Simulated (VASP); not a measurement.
# BaTiO3 in VASP: settings compared, part 2 of 3

VASP 6.6.1.

## 3. Single point, PBEsol+U

INCAR reads:

```
SYSTEM = BaTiO3
PREC     = Accurate       ! precision mode
ENCUT    = 910            ! plane-wave cutoff, eV
EDIFF    = 1E-6           ! SCF threshold, eV
ISMEAR   = -1             ! smearing method
SIGMA    = 0.05           ! smearing width, eV
LREAL    = .False.        ! projectors in reciprocal space
LASPH    = .True.         ! aspherical terms in the spheres
NELM     = 200            ! most SCF steps
ALGO     = Normal         ! electronic algorithm
ISIF     = 2              ! what is computed and relaxed
LWAVE    = .False.        ! write WAVECAR
LCHARG   = .True.         ! write CHGCAR
LMAXMIX  = 4              ! l up to which the mixer works
LDAU     = .True.         ! DFT+U
LDAUTYPE = 2            
LDAUL    = -1 2 -1        ! shell
LDAUU    = 0 6 0          ! U, eV
LDAUJ    = 0 0 0        
LDAUPRINT= 1            
GGA      = PS             ! functional
LELF     = .True.         ! ELF
LVHAR    = .True.       
NBANDS   = 28             ! bands
GGA_COMPAT= .False.
```

KPOINTS reads:

```
Automatic mesh
0
Gamma
  7 7 7
  0 0 0
```

POSCAR reads:

```
BaTiO3
1.0
    4.0060000000      0.0000000000      0.0000000000
    0.0000000000      4.0060000000      0.0000000000
    0.0000000000      0.0000000000      4.0060000000
Ba Ti O
1 1 3
Direct
    0.5000000000      0.5000000000      0.5000000000
    0.0000000000      0.0000000000      0.0000000000
    0.0000000000      0.0000000000      0.5000000000
    0.0000000000      0.5000000000      0.0000000000
    0.5000000000      0.0000000000      0.0000000000
```

Potentials or basis: VASP PAW PBE potentials, release 64 (Ba_sv, Ti_sv, O_h).

Command:

```console
$ cat potpaw_PBE.64/Ba_sv/POTCAR potpaw_PBE.64/Ti_sv/POTCAR potpaw_PBE.64/O_h/POTCAR > POTCAR
$ mpirun -np 1 vasp_std > vasp.out
```

Run time: 52 s. Hardware: 1 thread of AMD EPYC 9R45 (Zen 5), shared host; peak memory 0.26 GiB.

It converged, with:

```
Free energy            : -38.0485 eV
Pressure               : 1.8 GPa
Band gap on the k mesh : 2.49 eV (least direct gap 2.63 eV)
```

Levels at points of the mesh, in eV from the valence-band top:
```csv
k point,band 17,band 18,band 19,band 20,band 21,band 22,band 23,band 24
"(0.00, 0.00, 0.00)",-1.06,-0.14,-0.14,-0.14,2.49,2.49,2.49,4.06
```

Eigenvalues of the final occupation matrices:
```csv
site,spin,trace,eigenvalues
site 2 d,1,0.75,0.10 0.10 0.10 0.23 0.23
site 2 d,2,0.75,0.10 0.10 0.10 0.23 0.23
```

Caveat: the cutoff is under 1.25 times the usual one of these potentials, so pressure, stress and relaxed cells hold a basis-set (Pulay) error; the PAW data sets were made with another functional, which shifts forces and pressure a little; spin-orbit coupling is left out, which moves the levels of the heavy elements; an odd mesh through Γ misses points on the zone boundary, where band edges can lie.

## 4. Relaxation of cell and atoms, r2SCAN (13.24 Å³/atom)

This run uses another cell than the first one, of 13.24 Å³/atom.

POSCAR: that of step 3 with these lines changed.

```diff
@@ -2,5 +2,5 @@
 1.0
-    4.0060000000      0.0000000000      0.0000000000
-    0.0000000000      4.0060000000      0.0000000000
-    0.0000000000      0.0000000000      4.0060000000
+    4.0456659460      0.0000000000      0.0000000000
+    0.0000000000      4.0456659460      0.0000000000
+    0.0000000000      0.0000000000      4.0456659460
 Ba Ti O
```

INCAR.step1 reads:

```
SYSTEM = BaTiO3
METAGGA  = R2SCAN         ! meta-GGA
ISMEAR   = 0              ! smearing method
SIGMA    = 0.03           ! smearing width, eV
LWAVE    = .FALSE.        ! write WAVECAR
LCHARG   = .FALSE.        ! write CHGCAR
NSW      = 80             ! ionic steps
PREC     = Accurate       ! precision mode
LASPH    = .TRUE.         ! aspherical terms in the spheres
LREAL    = .FALSE.        ! projectors in reciprocal space
ALGO     = Normal         ! electronic algorithm
EDIFF    = 1E-6           ! SCF threshold, eV
NELM     = 120            ! most SCF steps
GGA_COMPAT= .FALSE.      
IBRION   = 2              ! ionic algorithm
ISIF     = 3              ! what is computed and relaxed
EDIFFG   = -0.005         ! ionic threshold
NELMIN   = 4            
ENCUT    = 600            ! plane-wave cutoff, eV
EFERMI   = MIDGAP       
LMIXTAU  = .TRUE.       
KPAR     = 8            
POTIM    = 0.5            ! step
```

INCAR.step3 reads:

```
SYSTEM = BaTiO3
METAGGA  = R2SCAN         ! meta-GGA
ISMEAR   = 0              ! smearing method
SIGMA    = 0.03           ! smearing width, eV
LWAVE    = .FALSE.        ! write WAVECAR
LCHARG   = .FALSE.        ! write CHGCAR
PREC     = Accurate       ! precision mode
LASPH    = .TRUE.         ! aspherical terms in the spheres
LREAL    = .FALSE.        ! projectors in reciprocal space
ALGO     = Normal         ! electronic algorithm
EDIFF    = 1E-6           ! SCF threshold, eV
NELM     = 120            ! most SCF steps
GGA_COMPAT= .FALSE.      
ISIF     = 2              ! what is computed and relaxed
ENCUT    = 600            ! plane-wave cutoff, eV
EFERMI   = MIDGAP       
LMIXTAU  = .TRUE.       
KPAR     = 8
```

KPOINTS reads:

```
Automatic mesh
0
Gamma
  5 5 5
  0 0 0
```

Potentials or basis: VASP PAW PBE potentials, release 64 (Ba_sv, Ti_sv, O).

Command:

```console
$ cat potpaw_PBE.64/Ba_sv/POTCAR potpaw_PBE.64/Ti_sv/POTCAR potpaw_PBE.64/O/POTCAR > POTCAR
$ cp INCAR.step1 INCAR
$ cp POSCAR.step1 POSCAR
$ mpirun -np 8 vasp_std > vasp.out
$ cp CONTCAR POSCAR
$ mpirun -np 8 vasp_std > vasp.out
$ cp CONTCAR POSCAR
$ cp INCAR.step3 INCAR
$ mpirun -np 8 vasp_std > vasp.out
```

Wall time 4.4 min (8 MPI ranks of AMD EPYC 7R43 (Zen 3), shared host); peak memory 0.19 GiB.

It converged, with:

* Free energy: -74.2406 eV
* Relaxed volume: 12.87 Å³/atom
* Relaxed cell: a = 4.008 Å, b = 4.008 Å, c = 4.008 Å, α = 90.00°, β = 90.00°, γ = 90.00°
* Space group after relaxing (to 0.1 Å): Pm-3m (No. 221)
* Energy gained by relaxing: 4.9 meV/atom
* Ionic steps: 4
* Pressure after relaxing: 0.0 GPa
* Band gap on the k mesh: 2.24 eV (least direct gap 2.28 eV)

Step by step:
| step | energy change (eV) | largest force (eV/Å) | pressure (GPa) | volume (Å³) |
| --- | --- | --- | --- | --- |
| 1 | 0.0000 | 0.0000 | -4.78 | 66.22 |
| 2 | 0.0028 | 0.0000 | 5.59 | 62.50 |
| 3 | -0.0286 | 0.0000 | -0.01 | 64.36 |
| 4 | -0.0247 | 0.0000 | 0.00 | 64.36 |

Final structure:
```
Ba Ti O
1.0
     4.00752    0.00000    0.00000
     0.00000    4.00752    0.00000
     0.00000    0.00000    4.00752
Ba Ti O
1 1 3
Direct
  0.50000 0.50000 0.50000
  0.00000 0.00000 0.00000
  0.00000 0.00000 0.50000
  0.00000 0.50000 0.00000
  0.50000 0.00000 0.00000
```

Levels at points of the mesh, in eV from the valence-band top:
| k point | band 17 | band 18 | band 19 | band 20 | band 21 | band 22 | band 23 | band 24 |
| --- | --- | --- | --- | --- | --- | --- | --- | --- |
| (0.00, 0.00, 0.00) | -1.00 | -0.04 | -0.04 | -0.04 | 2.24 | 2.24 | 2.24 | 4.26 |

Caveat: the PAW data sets were made with another functional, which shifts forces and pressure a little; spin-orbit coupling is left out, which moves the levels of the heavy elements; an odd mesh through Γ misses points on the zone boundary, where band edges can lie.

## 5. Relaxation of cell and atoms, r2SCAN (13.24 Å³/atom)

This run uses another cell than the first one, of 13.24 Å³/atom.

POSCAR is that of step 4.

INCAR.step1: that of step 4 with these lines changed.

```diff
@@ -11,3 +11,3 @@
 ALGO     = Normal         ! electronic algorithm
-EDIFF    = 1E-6           ! SCF threshold, eV
+EDIFF    = 1E-7           ! SCF threshold, eV
 NELM     = 120            ! most SCF steps
@@ -16,5 +16,5 @@
 ISIF     = 3              ! what is computed and relaxed
-EDIFFG   = -0.005         ! ionic threshold
+EDIFFG   = -0.002         ! ionic threshold
 NELMIN   = 4            
-ENCUT    = 600            ! plane-wave cutoff, eV
+ENCUT    = 840            ! plane-wave cutoff, eV
 EFERMI   = MIDGAP
```

INCAR.step4 reads:

```
SYSTEM = BaTiO3
METAGGA  = R2SCAN         ! meta-GGA
ISMEAR   = 0              ! smearing method
SIGMA    = 0.03           ! smearing width, eV
LWAVE    = .FALSE.        ! write WAVECAR
LCHARG   = .FALSE.        ! write CHGCAR
PREC     = Accurate       ! precision mode
LASPH    = .TRUE.         ! aspherical terms in the spheres
LREAL    = .FALSE.        ! projectors in reciprocal space
ALGO     = Normal         ! electronic algorithm
EDIFF    = 1E-7           ! SCF threshold, eV
NELM     = 120            ! most SCF steps
GGA_COMPAT= .FALSE.      
ISIF     = 2              ! what is computed and relaxed
ENCUT    = 840            ! plane-wave cutoff, eV
EFERMI   = MIDGAP       
LMIXTAU  = .TRUE.       
KPAR     = 8
```

KPOINTS reads:

```
Automatic mesh
0
Gamma
  7 7 7
  0 0 0
```

Potentials or basis: VASP PAW PBE potentials, release 64 (Ba_sv, Ti_sv, O).

Command:

```console
$ cat potpaw_PBE.64/Ba_sv/POTCAR potpaw_PBE.64/Ti_sv/POTCAR potpaw_PBE.64/O/POTCAR > POTCAR
$ cp INCAR.step1 INCAR
$ cp POSCAR.step1 POSCAR
$ mpirun -np 8 vasp_std > vasp.out
$ cp CONTCAR POSCAR
$ mpirun -np 8 vasp_std > vasp.out
$ cp CONTCAR POSCAR
$ mpirun -np 8 vasp_std > vasp.out
$ cp CONTCAR POSCAR
$ cp INCAR.step4 INCAR
$ mpirun -np 8 vasp_std > vasp.out
```

OUTCAR:

```text
SYSTEM = BaTiO3
   METAGGA = R2SCAN
   ISMEAR = 0
   PREC = Accurate
   LASPH = .TRUE.
   LREAL = .FALSE.
   EDIFF = 1E-7
   NELM = 120
   ISIF = 2
   ENCUT = 840
   EFERMI = MIDGAP

 ion  position               nearest neighbor table
   1  0.500  0.500  0.500-   3 2.84   4 2.84   5 2.84   4 2.84   5 2.84   3 2.84   5 2.84   5 2.84
                             3 2.84   4 2.84   4 2.84   3 2.84   2 3.47   2 3.47   2 3.47   2 3.47
   2  0.000  0.000  0.000-   3 2.00   4 2.00   5 2.00   3 2.00   4 2.00   5 2.00   1 3.47   1 3.47
                             1 3.47   1 3.47   1 3.47   1 3.47   1 3.47   1 3.47
   3  0.000  0.000  0.500-   2 2.00   2 2.00   1 2.84   1 2.84   1 2.84   1 2.84
   4  0.000  0.500  0.000-   2 2.00   2 2.00   1 2.84   1 2.84   1 2.84   1 2.84
   5  0.500  0.000  0.000-   2 2.00   2 2.00   1 2.84   1 2.84   1 2.84   1 2.84

  LATTYP: Found a simple cubic cell.
 ALAT       =     4.0095107922

  Lattice vectors:

 A1 = (   4.0095107922,   0.0000000000,   0.0000000000)
 A2 = (   0.0000000000,   4.0095107922,   0.0000000000)
 A3 = (   0.0000000000,   0.0000000000,   4.0095107922)

Analysis of symmetry for initial positions (statically):
=====================================================================
 Subroutine PRICEL returns:
 Original cell was already a primitive cell.

 Routine SETGRP: Setting up the symmetry group for a
 simple cubic supercell.

 Subroutine GETGRP returns: Found 48 space group operations
 (whereof 48 operations were pure point group operations)
 out of a pool of 48 trial point group operations.

The static configuration has the point symmetry O_h .

Analysis of symmetry for dynamics (positions and initial velocities):
=====================================================================
 Subroutine PRICEL returns:
 Original cell was already a primitive cell.

 Routine SETGRP: Setting up the symmetry group for a
 simple cubic supercell.

 Subroutine GETGRP returns: Found 48 space group operations
 (whereof 48 operations were pure point group operations)
[... 128 lines left out ...]
  Thomas-Fermi vector in A             =   2.519739
   LORBIT       =      0    0 simple, 1 ext, 2 COOP (PROOUT), +10 PAW based schemes
   METAGGA = R2SCAN    functional components
   LHFCALC =     F    Hartree Fock is set to
   AEXX    =    0.0000 exact exchange contribution
   IVDW    =     0    specifies the selected vdW correction
   LEPSILON=     F    determine dielectric tensor
   LRPA    =     F    only Hartree local field effects (RPA)

   CSHIFT  =0.1000    complex shift for real part using Kramers Kronig

   OMEGAMAX=  -1.0    maximum frequency
 non-spin polarized calculation
 Gauss-broadening in eV      SIGMA  =   0.03
  energy-cutoff  :      840.00
  volume of cell :       64.46
 maximum number of plane-waves:      3596
 NGX is ok and might be reduce to    40
   NGX = 19   NGY = 19   NGZ = 19

 number of electron      40.0000004 magnetization

 Free energy of the ion-electron system (eV)
  ---------------------------------------------------
  ext. energy  EPLUGINS =         0.00000000
  ---------------------------------------------------
  free energy    TOTEN  =       -74.25879270 eV

  energy without entropy =      -74.25879270  energy(sigma->0) =      -74.25879270

 E-fermi :   4.5174     XC(G=0): -11.8877

 val. band max:        3.4249445841   @ k =   0.4286   0.4286   0.4286
 cond. band min:       5.6099442723   @ k =   0.0000   0.0000   0.0000
 fundamental gap:      2.1849996882
 Fermi energy:         4.5174444282

 k-point     1 :       0.0000    0.0000    0.0000
  band No.  band energies     occupation
      1     -55.4197      2.00000
      2     -30.5747      2.00000
      3     -30.5747      2.00000
      4     -30.5747      2.00000
      5     -21.9931      2.00000
      6     -14.3596      2.00000
[... 529 lines left out ...]
     23       7.8997      0.00000
     24      11.0377      0.00000

------------------------ aborting loop because EDIFF is reached ----------------------------------------

  FORCE on cell =-STRESS in cart. coord.  units (eV):
  Direction    XX          YY          ZZ          XY          YZ          ZX
  --------------------------------------------------------------------------------------
  -------------------------------------------------------------------------------------
  Total        0.0032316      0.0032316      0.0032316      0.0000000      0.0000000     -0.0000000
  in kB        0.0803264      0.0803264      0.0803264      0.0000000      0.0000000     -0.0000000
  external PRESSURE =       0.0803264 kB  Pullay stress =       0.0000000 kB

 VOLUME and BASIS-vectors are now :
 -----------------------------------------------------------------------------
  energy-cutoff  :      840.00
  volume of cell :       64.46
      direct lattice vectors                 reciprocal lattice vectors
     4.009510792  0.000000000  0.000000000     0.249406985  0.000000000  0.000000000
     0.000000000  4.009510792  0.000000000     0.000000000  0.249406985  0.000000000
     0.000000000  0.000000000  4.009510792     0.000000000  0.000000000  0.249406985

 POSITION                                       TOTAL-FORCE (eV/Angst)
 -----------------------------------------------------------------------------------
      2.00476      2.00476      2.00476         0.000000      0.000000      0.000000
      0.00000      0.00000      0.00000         0.000000      0.000000      0.000000
      0.00000      0.00000      2.00476         0.000000      0.000000      0.000000
      0.00000      2.00476      0.00000         0.000000      0.000000      0.000000
      2.00476      0.00000      0.00000         0.000000      0.000000      0.000000
 -----------------------------------------------------------------------------------
    total drift:                               -0.000000      0.000000     -0.000000

  FREE ENERGIE OF THE ION-ELECTRON SYSTEM (eV)
  ---------------------------------------------------
  free  energy   TOTEN  =       -74.2587926971 eV

  energy  without entropy=      -74.2587926971  energy(sigma->0) =      -74.25879270
```

OUTCAR.step1:

```text
SYSTEM = BaTiO3
   METAGGA = R2SCAN
   ISMEAR = 0
   NSW = 80
   PREC = Accurate
   LASPH = .TRUE.
   LREAL = .FALSE.
   EDIFF = 1E-7
   NELM = 120
   IBRION = 2
   ISIF = 3
   EDIFFG = -0.002
   NELMIN = 4
   ENCUT = 840
[... 296 lines left out ...]
 fundamental gap:      2.1844576227
 Fermi energy:         4.5154120300

 k-point     1 :       0.0000    0.0000    0.0000
  band No.  band energies     occupation
      1     -55.4225      2.00000
      2     -30.5775      2.00000
      3     -30.5775      2.00000
      4     -30.5775      2.00000
      5     -21.9952      2.00000
      6     -14.3609      2.00000
[... 561 lines left out ...]
  FREE ENERGIE OF THE ION-ELECTRON SYSTEM (eV)
  ---------------------------------------------------
  free  energy   TOTEN  =       -74.2595580258 eV

  energy  without entropy=      -74.2595580258  energy(sigma->0) =      -74.25955803

 reached required accuracy - stopping structural energy minimisation
```

OUTCAR.step2:

```text
SYSTEM = BaTiO3
   METAGGA = R2SCAN
   ISMEAR = 0
   NSW = 80
   PREC = Accurate
   LASPH = .TRUE.
   LREAL = .FALSE.
   EDIFF = 1E-7
   NELM = 120
   IBRION = 2
   ISIF = 3
   EDIFFG = -0.002
   NELMIN = 4
   ENCUT = 840
[... 296 lines left out ...]
 fundamental gap:      2.1849962012
 Fermi energy:         4.5174334683

 k-point     1 :       0.0000    0.0000    0.0000
  band No.  band energies     occupation
      1     -55.4198      2.00000
      2     -30.5747      2.00000
      3     -30.5747      2.00000
      4     -30.5747      2.00000
      5     -21.9933      2.00000
      6     -14.3597      2.00000
[... 561 lines left out ...]
  FREE ENERGIE OF THE ION-ELECTRON SYSTEM (eV)
  ---------------------------------------------------
  free  energy   TOTEN  =       -74.2587931800 eV

  energy  without entropy=      -74.2587931800  energy(sigma->0) =      -74.25879318

 reached required accuracy - stopping structural energy minimisation
```

It took 8.7 min on 8 MPI ranks of AMD EPYC 7R43 (Zen 3), shared host; peak memory 0.32 GiB.

What came out:

* Free energy: -74.2588 eV
* Relaxed volume: 12.89 Å³/atom
* Relaxed cell: a = 4.010 Å, b = 4.010 Å, c = 4.010 Å, α = 90.00°, β = 90.00°, γ = 90.00°
* Space group after relaxing (to 0.1 Å): Pm-3m (No. 221)
* Energy gained by relaxing: 4.9 meV/atom
* Ionic steps: 7
* Pressure after relaxing: 0.0 GPa
* Band gap on the k mesh: 2.19 eV (least direct gap 2.29 eV)

Step by step:
```tsv
step	energy change (eV)	largest force (eV/Å)	pressure (GPa)	volume (Å³)
1	0.0000	0.0000	-4.53	66.22
2	0.0033	0.0000	5.34	62.69
3	-0.0254	0.0000	-0.01	64.47
4	-0.0246	0.0000	-0.03	64.47
5	-0.0246	0.0000	0.03	64.45
6	-0.0246	0.0000	0.02	64.46
7	-0.0246	0.0000	0.01	64.46
```

Final structure:
```
CELL_PARAMETERS angstrom
4.00951 0.00000 0.00000
0.00000 4.00951 0.00000
0.00000 0.00000 4.00951
ATOMIC_POSITIONS crystal
Ba 0.50000 0.50000 0.50000
Ti 0.00000 0.00000 0.00000
O 0.00000 0.00000 0.50000
O 0.00000 0.50000 0.00000
O 0.50000 0.00000 0.00000
```

Caveat: the PAW data sets were made with another functional, which shifts forces and pressure a little; spin-orbit coupling is left out, which moves the levels of the heavy elements; an odd mesh through Γ misses points on the zone boundary, where band edges can lie.

(Part 2 of 3 ends here.)
